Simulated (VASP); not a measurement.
Cu: single point with LDA

Cu:

```xyz
4
Lattice="2.5308 0.0000 0.0000 -1.2654 2.1917 0.0000 0.0000 0.0000 8.2618" Properties=species:S:1:pos:R:3 pbc="T T T"
Cu    2.5184    0.0005    8.2483
Cu   -0.0085    1.4515    2.0669
Cu    0.0129    0.0022    4.1241
Cu    1.2648    0.7032    6.1920
```

```json
{
 "Program": "VASP 6.6.1",
 "Task": "single point",
 "Functional": "LDA",
 "Potentials or basis": "VASP PAW LDA potentials, release 64 (Cu)",
 "Cutoff": "520 eV",
 "k mesh": "7 × 7 × 2",
 "Occupations": "fermi-dirac, width 0.1 eV",
 "Spin": "no spin polarisation",
 "Dipole correction": "no",
 "Further INCAR settings": "ALGO = Normal; EDIFF = 1e-06; NBANDS = 30"
}
```

| Item | Value |
| --- | --- |
| Pressure | -7.7 GPa |
| Largest force | 0.090 eV/Å |
| Band gap on the k mesh | zero (band 22 reaches 10.17 eV, above the bottom of band 23 at 5.87 eV) |

Forces in eV/Å, atoms in the order of the input:
```
Cu   0.012 -0.029  0.085
Cu   0.013  0.018 -0.080
Cu  -0.027 -0.031  0.031
Cu   0.002  0.042 -0.035
```

Stress tensor (GPa, compression positive):
```
-7.57 -0.07  0.01
-0.07 -7.86 -0.01
 0.01 -0.01 -7.58
```

Levels at points of the mesh, in eV from the Fermi level:
| k point | band 20 | band 21 | band 22 | band 23 | band 24 | band 25 |
| --- | --- | --- | --- | --- | --- | --- |
| (0.00, 0.00, 0.00) | -2.00 | -1.99 | -1.71 | -1.70 | -1.02 | 3.92 |
| (0.00, 0.00, 0.50) | -2.28 | -1.85 | -1.84 | -1.82 | -1.81 | 7.08 |

It took 85 s on 1 thread of Intel(R) Xeon(R) Platinum 8259CL CPU @ 2.50GHz (Skylake/Cascade Lake) (shared host), peak memory 0.17 GiB.

Caveat: the k points lie up to 0.41 Å⁻¹ apart.
